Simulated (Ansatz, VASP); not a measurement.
# One calculation of TiW2C3, two programs

```
Ti W C
1.0
     3.05425    0.00000    0.00000
    -1.52713    2.64506    0.00000
     0.00000    0.00000    7.68751
Ti W C
1 2 3
Direct
  0.00000 0.00000 0.50000
  0.66667 0.33333 0.82722
  0.33333 0.66667 0.17278
  0.33333 0.66667 0.66404
  0.66667 0.33333 0.33596
  0.00000 0.00000 0.00000
```

Alike in both runs: task relaxation of cell and atoms; functional PBE; k mesh 12 × 12 × 6; occupations gaussian, width 0.1 eV; no spin polarisation.

|  | VASP | Ansatz |
| --- | --- | --- |
| version | VASP 6.6.1 | Ansatz 0.2.0 |
| potentials or method | VASP PAW PBE potentials, release 64 (Ti_sv, W_sv, C), cutoff 600 eV | scalar-relativistic, plane waves, PAW |
| valence electrons in the cell | 52 | 52 |

```tsv
	VASP	Ansatz	Ansatz less VASP
gap on the k mesh at the Fermi level, each at its own relaxed structure (eV)	none	none	-
relaxed volume (Å³/atom)	10.37	10.35	-0.019
relaxed length of the cell vector where the two differ most in proportion (Å)	3.070	3.067	-0.0022
```

A gap of «none» marks a metal or a gap that the smearing closes.

Spin-orbit coupling is off throughout.
